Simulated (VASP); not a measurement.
# PtS2 in VASP: single point with PBE+D3(BJ)

Aim: the single point of PtS2 with PBE+D3(BJ).

All numbers are computed with VASP 6.6.1; they aren't measurements. Logs are shortened: lines on timing, memory, paths and dates and some standing lists are left out, and cuts for length are marked.

### 1 The cell of the first run

The cell holds a slab with vacuum, 6 atoms: a = 3.542 Å, b = 3.542 Å, c = 22.467 Å, α = 90.00°, β = 90.00°, γ = 120.00°.

### 2 Single point, PBE+D3(BJ)

The input, INCAR:

```
PREC = Accurate
ENCUT = 520
EDIFF = 1E-7
ISMEAR = 0
SIGMA = 0.05
LREAL = False
LASPH = True
NELM = 100
ALGO = Normal
ISIF = 2
LWAVE = False
LCHARG = False
LDIPOL = True
IDIPOL = 3
DIPOL = 0.5 0.5 0.395
GGA = PE
IVDW = 12
NBANDS = 31
```

The input, KPOINTS:

```
Automatic mesh
0
Gamma
  9 9 1
```

The input, POSCAR:

```
PtS2
1.0
    3.5415278079      0.0000000000      0.0000000000
   -1.7707639039      3.0670530498      0.0000000000
    0.0000000000      0.0000000000     22.4670615492
S Pt
4 2
Direct
    0.6666666667      0.3333333333      0.2002932155
    0.3333333333      0.6666666667      0.3108341854
    0.3333333333      0.6666666667      0.4795255824
    0.6666666667      0.3333333333      0.5900665523
    0.0000000000      0.0000000000      0.2555637004
    1.0000000000      1.0000000000      0.5347960674
```

Potentials or basis: VASP PAW PBE potentials, release 64 (S, Pt).

Run with:

```console
$ cat potpaw_PBE.64/S/POTCAR potpaw_PBE.64/Pt/POTCAR > POTCAR
$ mpirun -np 1 vasp_std > vasp.out
```

OUTCAR:

```text
PREC = Accurate
   ENCUT = 520
   EDIFF = 1E-7
   ISMEAR = 0
   LREAL = False
   LASPH = True
   NELM = 100
   ISIF = 2
   GGA = PE
   IVDW = 12
 IVDW          = 12

 ion  position               nearest neighbor table
   1  0.667  0.333  0.200-   5 2.39   5 2.39   5 2.39
   2  0.333  0.667  0.311-   5 2.39   5 2.39   5 2.39
   3  0.333  0.667  0.480-   6 2.39   6 2.39   6 2.39
   4  0.667  0.333  0.590-   6 2.39   6 2.39   6 2.39
   5  0.000  0.000  0.256-   1 2.39   1 2.39   1 2.39   2 2.39   2 2.39   2 2.39
   6  0.000  0.000  0.535-   4 2.39   4 2.39   4 2.39   3 2.39   3 2.39   3 2.39

  LATTYP: Found a hexagonal cell.
 ALAT       =     3.5415278079
 C/A-ratio  =     6.3438896340

  Lattice vectors:

 A1 = (   3.5415278079,   0.0000000000,   0.0000000000)
 A2 = (  -1.7707639039,   3.0670530498,   0.0000000000)
 A3 = (   0.0000000000,   0.0000000000,  22.4670615492)

Analysis of symmetry for initial positions (statically):
=====================================================================
 Subroutine PRICEL returns:
 Original cell was already a primitive cell.

 Routine SETGRP: Setting up the symmetry group for a
 hexagonal supercell.

 Subroutine GETGRP returns: Found 12 space group operations
 (whereof  6 operations were pure point group operations)
 out of a pool of 24 trial point group operations.

The static configuration has the point symmetry C_3v.
 The point group associated with its full space group is D_3h.

Analysis of symmetry for dynamics (positions and initial velocities):
=====================================================================
 Subroutine PRICEL returns:
 Original cell was already a primitive cell.

 Routine SETGRP: Setting up the symmetry group for a
 hexagonal supercell.

 Subroutine GETGRP returns: Found 12 space group operations
 (whereof  6 operations were pure point group operations)
 out of a pool of 24 trial point group operations.

The dynamic configuration has the point symmetry C_3v.
 The point group associated with its full space group is D_3h.

 Subroutine INISYM returns: Found 12 space group operations
 (whereof  6 operations are pure point group operations),
 and found     1 'primitive' translations

----------------------------------------------------------------------------------------

                                     Primitive cell

  volume of cell :     244.0384

  direct lattice vectors                    reciprocal lattice vectors
     3.541527808  0.000000000  0.000000000     0.282364012  0.163022938  0.000000000
    -1.770763904  3.067053050  0.000000000     0.000000000  0.326045877  0.000000000
     0.000000000  0.000000000 22.467061549     0.000000000  0.000000000  0.044509603

  length of vectors
     3.541527808  3.541527808 22.467061549     0.326045877  0.326045877  0.044509603

  position of ions in fractional coordinates (direct lattice)
     0.666666667  0.333333333  0.200293215
     0.333333333  0.666666667  0.310834185
     0.333333333  0.666666667  0.479525582
     0.666666667  0.333333333  0.590066552
     0.000000000  0.000000000  0.255563700
     0.000000000  0.000000000  0.534796067

  ion indices of the primitive-cell ions
   primitive index   ion index
                 1           1
                 2           2
                 3           3
                 4           4
                 5           5
                 6           6

----------------------------------------------------------------------------------------

 KPOINTS: Automatic mesh

Automatic generation of k-mesh.
 Grid dimensions read from file:
 generate k-points for:    9    9    1

 Generating k-lattice:

  Cartesian coordinates                     Fractional coordinates (reciprocal lattice)
     0.031373779  0.018113660  0.000000000     0.111111111 -0.000000000  0.000000000
     0.000000000  0.036227320  0.000000000     0.000000000  0.111111111  0.000000000
     0.000000000  0.000000000  0.044509603     0.000000000  0.000000000  1.000000000

  Length of vectors
     0.036227320  0.036227320  0.044509603

  Shift w.r.t. Gamma in fractional coordinates (k-lattice)
     0.000000000  0.000000000  0.000000000

 Subroutine IBZKPT returns following result:
 ===========================================

 Found     12 irreducible k-points:

 Following reciprocal coordinates:
            Coordinates               Weight
  0.000000  0.000000  0.000000      1.000000
  0.111111 -0.000000  0.000000      6.000000
  0.222222  0.000000  0.000000      6.000000
  0.333333 -0.000000  0.000000      6.000000
  0.444444  0.000000  0.000000      6.000000
  0.111111  0.111111  0.000000      6.000000
  0.222222  0.111111  0.000000     12.000000
  0.333333  0.111111  0.000000     12.000000
  0.444444  0.111111  0.000000      6.000000
  0.222222  0.222222  0.000000      6.000000
  0.333333  0.222222  0.000000     12.000000
  0.333333  0.333333  0.000000      2.000000
   k-points           NKPTS =     12   k-points in BZ     NKDIM =     12   number of bands    NBANDS=     31
   number of dos      NEDOS =    301   number of ions     NIONS =      6
   total plane-waves  NPLWV = 131712
   dimension x,y,z NGX =    28 NGY =   28 NGZ =  168
   dimension x,y,z NGXF=    56 NGYF=   56 NGZF=  336
   ions per type =               4   2
   NGX,Y,Z   is equivalent  to a cutoff of  13.14, 13.14, 12.43 a.u.
   NGXF,Y,Z  is equivalent  to a cutoff of  26.29, 26.29, 24.86 a.u.
 SYSTEM =  unknown system
   PREC   = accura    normal or accurate (medium, high low for compatibility)
   ISTART =      0    job   : 0-new  1-cont  2-samecut
   ICHARG =      2    charge: 1-file 2-atom 10-const
   ISPIN  =      1    spin polarized calculation?
   LNONCOLLINEAR =      F non collinear calculations
   LSORBIT =      F    spin-orbit coupling
   LASPH  =      T    aspherical Exc in radial PAW
   ENCUT  =  520.0 eV  38.22 Ry    6.18 a.u.   6.58  6.58 41.77*2*pi/ulx,y,z
   NELM   =    100;   NELMIN=  2; NELMDL= -5     # of ELM steps
   EDIFF  = 0.1E-06   stopping-criterion for ELM
   LREAL  =      F    real-space projection
   EDIFFG = 0.1E-05   stopping-criterion for IOM
   NSW    =      0    number of steps for IOM
   IBRION =     -1    ionic relax: 0-MD 1-quasi-New 2-CG
   NFREE  =      0    steps in history (QN), initial steepest desc. (CG)
   ISIF   =      2    stress and relaxation
   ISYM   =      2    0-nonsym 1-usesym 2-fastsym
   POTIM  = 0.5000    time-step for ionic-motion
   TEBEG  =    0.0;   TEEND  =   0.0 temperature during run
   PSTRESS=    0.0 pullay stress
   NELECT =      44.0000    total number of electrons
   NUPDOWN=      -1.0000    fix difference up-down
   EMIN   =  10.00;   EMAX   =-10.00  energy-range for DOS
   EFERMI =   0.00;   METHOD = LEGACY
   ISMEAR =     0;   SIGMA  =   0.05  broadening in eV -4-tet -1-fermi 0-gaus
   EFERMI_NEDOS =   21; number of points for ismear=-14 and -15
   IALGO  =     38    algorithm
   IMIX   =      4    mixing-type and parameters
     AMIX     =   0.40;   BMIX     =  1.00
     AMIX_MAG =   1.60;   BMIX_MAG =  1.00
  volume/ion in A,a.u.               =      40.67       274.48
  Fermi-wavevector in a.u.,A,eV,Ry     =   0.924854  1.747720 11.637800  0.855354
  Thomas-Fermi vector in A             =   2.050645
   LORBIT       =      0    0 simple, 1 ext, 2 COOP (PROOUT), +10 PAW based schemes
   GGA     = PE    functional components
   LHFCALC =     F    Hartree Fock is set to
   AEXX    =    0.0000 exact exchange contribution
   IVDW    =    12    specifies the selected vdW correction
   LEPSILON=     F    determine dielectric tensor
   LRPA    =     F    only Hartree local field effects (RPA)
 non-spin polarized calculation
 Gauss-broadening in eV      SIGMA  =   0.05
  energy-cutoff  :      520.00
  volume of cell :      244.04
 maximum number of plane-waves:      6671
 NGX is ok and might be reduce to    28
   NGX = 13   NGY = 13   NGZ = 83

 number of electron      43.9999999 magnetization

 dipolmoment           0.000000      0.000000     -0.000012 electrons x Angstroem

 Free energy of the ion-electron system (eV)
  ---------------------------------------------------
  ext. energy  EPLUGINS =         0.00000000
  ---------------------------------------------------
  free energy    TOTEN  =       -30.89412861 eV

  energy without entropy =      -30.89412861  energy(sigma->0) =      -30.89412861

 E-fermi :  -0.3870     XC(G=0):  -5.4946

 val. band max:       -0.6674765878   @ k =   0.1111   0.1111   0.0000
 cond. band min:       0.8709156704   @ k =   0.2222   0.0000   0.0000
 fundamental gap:      1.5383922582
 Fermi energy:        -0.3869577531

 k-point     1 :       0.0000    0.0000    0.0000
  band No.  band energies     occupation
      1     -14.8933      2.00000
      2     -14.8707      2.00000
      3     -12.7105      2.00000
      4     -12.6538      2.00000
      5      -6.3841      2.00000
      6      -6.3841      2.00000
[... 23 lines left out ...]
     30       5.4175      0.00000
     31       5.4948      0.00000

 k-point     2 :       0.1111   -0.0000    0.0000
  band No.  band energies     occupation
      1     -14.7391      2.00000
      2     -14.7162      2.00000
      3     -12.7404      2.00000
      4     -12.6877      2.00000
      5      -6.3853      2.00000
      6      -6.3640      2.00000
[... 23 lines left out ...]
     30       5.9261      0.00000
     31       6.0605      0.00000

 k-point     3 :       0.2222    0.0000    0.0000
  band No.  band energies     occupation
      1     -14.3122      2.00000
      2     -14.2883      2.00000
      3     -12.8172      2.00000
      4     -12.7737      2.00000
      5      -6.3302      2.00000
      6      -6.2759      2.00000
[... 23 lines left out ...]
     30       5.9913      0.00000
     31       6.6170      0.00000

 k-point     4 :       0.3333   -0.0000    0.0000
  band No.  band energies     occupation
      1     -13.7431      2.00000
      2     -13.7179      2.00000
      3     -12.8977      2.00000
      4     -12.8632      2.00000
      5      -6.4923      2.00000
      6      -6.4482      2.00000
[... 23 lines left out ...]
     30       6.6804      0.00000
     31       6.8021      0.00000

 k-point     5 :       0.4444    0.0000    0.0000
  band No.  band energies     occupation
      1     -13.3291      2.00000
      2     -13.3032      2.00000
      3     -12.9062      2.00000
      4     -12.8762      2.00000
      5      -7.1265      2.00000
      6      -7.0983      2.00000
[... 23 lines left out ...]
     30       6.2429      0.00000
     31       7.3399      0.00000

 k-point     6 :       0.1111    0.1111    0.0000
  band No.  band energies     occupation
      1     -14.4477      2.00000
      2     -14.4241      2.00000
      3     -12.7941      2.00000
      4     -12.7480      2.00000
      5      -6.3369      2.00000
      6      -6.2930      2.00000
[... 23 lines left out ...]
     30       6.6191      0.00000
     31       6.7061      0.00000

 k-point     7 :       0.2222    0.1111    0.0000
  band No.  band energies     occupation
      1     -13.9406      2.00000
      2     -13.9157      2.00000
      3     -12.8759      2.00000
      4     -12.8387      2.00000
      5      -6.2333      2.00000
      6      -6.1755      2.00000
[... 23 lines left out ...]
     30       6.4148      0.00000
     31       7.0263      0.00000

 k-point     8 :       0.3333    0.1111    0.0000
  band No.  band energies     occupation
      1     -13.4182      2.00000
      2     -13.3921      2.00000
      3     -12.9292      2.00000
      4     -12.8986      2.00000
      5      -6.7274      2.00000
      6      -6.6978      2.00000
[... 23 lines left out ...]
     30       6.9834      0.00000
     31       7.2593      0.00000

 k-point     9 :       0.4444    0.1111    0.0000
  band No.  band energies     occupation
      1     -13.2164      2.00000
      2     -13.1901      2.00000
      3     -12.9067      2.00000
      4     -12.8779      2.00000
      5      -7.0950      2.00000
      6      -7.0685      2.00000
[... 23 lines left out ...]
     30       6.7472      0.00000
     31       7.6741      0.00000

 k-point    10 :       0.2222    0.2222    0.0000
  band No.  band energies     occupation
      1     -13.4535      2.00000
      2     -13.4273      2.00000
      3     -12.9405      2.00000
      4     -12.9097      2.00000
      5      -6.3322      2.00000
      6      -6.3145      2.00000
[... 23 lines left out ...]
     30       6.9642      0.00000
     31       7.3908      0.00000

 k-point    11 :       0.3333    0.2222    0.0000
  band No.  band energies     occupation
      1     -13.1073      2.00000
      2     -13.0795      2.00000
      3     -12.9544      2.00000
      4     -12.9278      2.00000
      5      -6.6461      2.00000
      6      -6.6224      2.00000
[... 23 lines left out ...]
     30       7.6809      0.00000
     31       7.7330      0.00000

 k-point    12 :       0.3333    0.3333    0.0000
  band No.  band energies     occupation
      1     -12.9878      2.00000
      2     -12.9532      2.00000
      3     -12.9531      2.00000
      4     -12.9341      2.00000
      5      -6.2209      2.00000
      6      -6.1972      2.00000
[... 23 lines left out ...]
     30       7.9607      0.00000
     31       8.1853      0.00000

------------------------ aborting loop because EDIFF is reached ----------------------------------------

 vacuum level on the upper side and lower side of the slab       (xc-potential included)        -0.232        -0.233

 Edisp (eV)   -1.83840

 E8    (eV) :    -0.7630

  FORCE on cell =-STRESS in cart. coord.  units (eV):
  Direction    XX          YY          ZZ          XY          YZ          ZX
  --------------------------------------------------------------------------------------
  -------------------------------------------------------------------------------------
  Total      -0.48496    -0.48496    -0.61528    -0.00000     0.00000     0.00000
  in kB      -3.18387    -3.18387    -4.03951    -0.00000     0.00000     0.00000
  external pressure =       -3.47 kB  Pullay stress =        0.00 kB

 VOLUME and BASIS-vectors are now :
 -----------------------------------------------------------------------------
  energy-cutoff  :      520.00
  volume of cell :      244.04
      direct lattice vectors                 reciprocal lattice vectors
     3.541527808  0.000000000  0.000000000     0.282364012  0.163022938  0.000000000
    -1.770763904  3.067053050  0.000000000     0.000000000  0.326045877  0.000000000
     0.000000000  0.000000000 22.467061549     0.000000000  0.000000000  0.044509603

 POSITION                                       TOTAL-FORCE (eV/Angst)
 -----------------------------------------------------------------------------------
      1.77076      1.02235      4.50000         0.000000     -0.000000      0.042159
     -0.00000      2.04470      6.98353         0.000000      0.000000     -0.017567
     -0.00000      2.04470     10.77353         0.000000      0.000000      0.017567
      1.77076      1.02235     13.25706         0.000000     -0.000000     -0.042159
      0.00000      0.00000      5.74177        -0.000000     -0.000000      0.037722
      0.00000      0.00000     12.01530        -0.000000     -0.000000     -0.037722
 -----------------------------------------------------------------------------------
    total drift:                                0.000000      0.000000     -0.000405

  FREE ENERGIE OF THE ION-ELECTRON SYSTEM (eV)
  ---------------------------------------------------
  free  energy   TOTEN  =       -32.7325281873 eV

  energy  without entropy=      -32.7325281873  energy(sigma->0) =      -32.73252819

 vacuum level on the upper side and lower side of the slab         5.269         5.268
```

Wall time 3.2 min (1 thread of AMD EPYC 7R43 (Zen 3), shared host); peak memory 0.34 GiB.

What came out:

```
Free energy                : -32.7325 eV
Largest force              : 0.042 eV/Å
Band gap on the k mesh     : 1.54 eV (least direct gap 1.63 eV)
Dispersion energy per atom : -0.306 eV
```

Forces on the atoms (eV/Å):
```
S    0.000  0.000  0.042
S    0.000  0.000 -0.018
S    0.000  0.000  0.018
S    0.000  0.000 -0.042
Pt   0.000  0.000  0.038
Pt   0.000  0.000 -0.038
```

Caveat: spin-orbit coupling is left out, which moves the levels of the heavy elements.
